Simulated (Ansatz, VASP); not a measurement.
## GaN: VASP beside Ansatz

The input POSCAR:

```
GaN
1.0
    0.0000000000      2.2152027174      2.1814686658
    2.2152027174      0.0000000000      2.1814686658
    2.2152027174      2.2152027174      0.0000000000
Ga N
1 1
Direct
    0.0000000000      0.0000000000      0.0000000000
    0.7500000000      0.7500000000      0.7500000000
```

File INCAR.step1:

```
SYSTEM = GaN
  PREC = Accurate
  ENCUT = 520
  ISMEAR = 0
  SIGMA = 0.05
  LREAL = .False.
  LASPH = .True.
  NELM = 100
  NBANDS = 16
  GGA = PE
  ALGO = Normal
  EDIFF = 1E-4
  LWAVE = .True.
  LCHARG = .False.
```

File INCAR.step2:

```
SYSTEM = GaN
  PREC = Accurate
  ENCUT = 520
  EDIFF = 1E-7
  ISMEAR = 0
  SIGMA = 0.05
  LREAL = .False.
  LASPH = .True.
  NELM = 100
  ALGO = Normal
  ISIF = 2
  LWAVE = .False.
  LCHARG = .False.
  METAGGA = R2SCAN
  LMIXTAU = .True.
  NBANDS = 16
  ISTART = 1
```

Contents of KPOINTS:

```
regular mesh
0
Gamma
  10 10 10
  0 0 0
```

Input for Ansatz:

```yaml
crystal:
  lattice:
    - [0.0, 2.2152027174, 2.1814686658]
    - [2.2152027174, 0.0, 2.1814686658]
    - [2.2152027174, 2.2152027174, 0.0]
  atoms:
    - { symbol: Ga, position: [0.0, 0.0, 0.0] }
    - { symbol: "N", position: [0.75, 0.75, 0.75] }
basis:
  ecutwfc: 500
kpoints:
  mp_grid: { grid: [10, 10, 10] }
hamiltonian:
  xc: r2scan
scf:
  occupations: { method: gaussian, width: 0.05 }
output:
  forces: true
  stress: true
  eigenvalues: true
```

Change from the starting cell: strain -0.015 along x and y, -0.030 along z, atoms carried along.

Alike in both runs: task single point; functional r2SCAN; k mesh 10 × 10 × 10; occupations gaussian, width 0.05 eV; no spin polarisation.

|  | VASP | Ansatz |
| --- | --- | --- |
| version | VASP 6.6.1 | Ansatz 0.2.0 |
| potentials or method | VASP PAW PBE potentials, release 64 (Ga_d, N), cutoff 520 eV | scalar-relativistic, plane waves, PAW |
| valence electrons in the cell | 18 | 18 |

|  | VASP | Ansatz | Ansatz less VASP |
| --- | --- | --- | --- |
| gap on the k mesh at the Fermi level (eV) | 2.52 | 2.53 | +0.012 |
| least direct gap on the mesh (eV) | 2.52 | 2.53 | +0.012 |
| pressure (GPa) | 14.8 | 13.6 | -1.27 |
| traceless stress, the component that is largest in VASP (GPa) | 1.20 | 1.22 | +0.017 |

VASP's potentials were made for PBE, not for r2SCAN.
